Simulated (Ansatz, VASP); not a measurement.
TaSi2 in VASP and in Ansatz

INCAR

```
PREC     = Accurate       # precision mode
ENCUT    = 520            # plane-wave cutoff, eV
EDIFF    = 1E-6           # SCF threshold, eV
ISMEAR   = 0              # smearing method
SIGMA    = 0.15           # smearing width, eV
LREAL    = F              # projectors in reciprocal space
LASPH    = T              # aspherical terms in the spheres
NELM     = 100            # most SCF steps
ALGO     = Normal         # electronic algorithm
ISIF     = 2              # what is computed and relaxed
LWAVE    = F              # write WAVECAR
LCHARG   = F              # write CHGCAR
GGA      = PE             # functional
NBANDS   = 38             # bands
```

File KPOINTS:

```
regular mesh
0
Gamma
  9 9 6
```

File POSCAR:

```
TaSi2
1.0
    4.8060235202      0.0000000000      0.0000000000
   -2.4030117601      4.1621384597      0.0000000000
    0.0000000000      0.0000000000      6.5995345254
Ta Si
3 6
Direct
    0.3651691992      0.0000000000      0.0000000000
    0.5000000000      0.5000000000      0.6666666667
    0.0000000000      0.5000000000      0.3333333333
    0.1589152396      0.3178304793      0.0000000000
    0.8410847604      0.1589152396      0.6666666667
    0.6821695207      0.8410847604      0.3333333333
    0.8410847604      0.6821695207      0.0000000000
    0.1589152396      0.8410847604      0.6666666667
    0.3178304793      0.1589152396      0.3333333333
```

Input for Ansatz:

```yaml
crystal:
  lattice:
    - [4.8060235202, 0.0, 0.0]
    - [-2.4030117601, 4.1621384597, 0.0]
    - [0.0, 0.0, 6.5995345254]
  atoms:
    - { symbol: Ta, position: [0.3651691992, 0.0, 0.0] }
    - { symbol: Ta, position: [0.5, 0.5, 0.6666666667] }
    - { symbol: Ta, position: [0.0, 0.5, 0.3333333333] }
    - { symbol: Si, position: [0.1589152396, 0.3178304793, 0.0] }
    - { symbol: Si, position: [0.8410847604, 0.1589152396, 0.6666666667] }
    - { symbol: Si, position: [0.6821695207, 0.8410847604, 0.3333333333] }
    - { symbol: Si, position: [0.8410847604, 0.6821695207, 0.0] }
    - { symbol: Si, position: [0.1589152396, 0.8410847604, 0.6666666667] }
    - { symbol: Si, position: [0.3178304793, 0.1589152396, 0.3333333333] }
basis:
  ecutwfc: 420
kpoints:
  mp_grid: { grid: [9, 9, 6] }
hamiltonian:
  xc: pbe
  pseudopotentials: { kind: paw, azcp: { folder: soft_1 } }
scf:
  occupations: { method: gaussian, width: 0.15 }
output:
  forces: true
  stress: true
  eigenvalues: true
```

Alike in both runs: task single point; functional PBE; k mesh 9 × 9 × 6; occupations gaussian, width 0.15 eV; no spin polarisation.

```csv
,VASP,Ansatz
version,VASP 6.6.1,Ansatz 0.2.0
potentials or method,"VASP PAW PBE potentials, release 64 (Ta_pv, Si), cutoff 520 eV","scalar-relativistic, plane waves, PAW"
valence electrons in the cell,57,63
```

|  | VASP | Ansatz | Ansatz less VASP |
| --- | --- | --- | --- |
| gap on the k mesh at the Fermi level (eV) | none | none | - |
| pressure (GPa) | 13.7 | 13.7 | -0.02 |
| traceless stress, the component that is largest in VASP (GPa) | 7.13 | 7.14 | +0.012 |
| rms of the force components (eV/Å) | 3.338 | 3.338 | +0.0005 |

Atom by atom the forces differ by 0.003 eV/Å (rms over components). A gap of «none» marks a metal or a gap that the smearing closes. VASP's potentials hold 57 valence electrons a cell and Ansatz's 63, so a difference there can come from the potentials and not from the codes.

Spin-orbit coupling is off throughout.
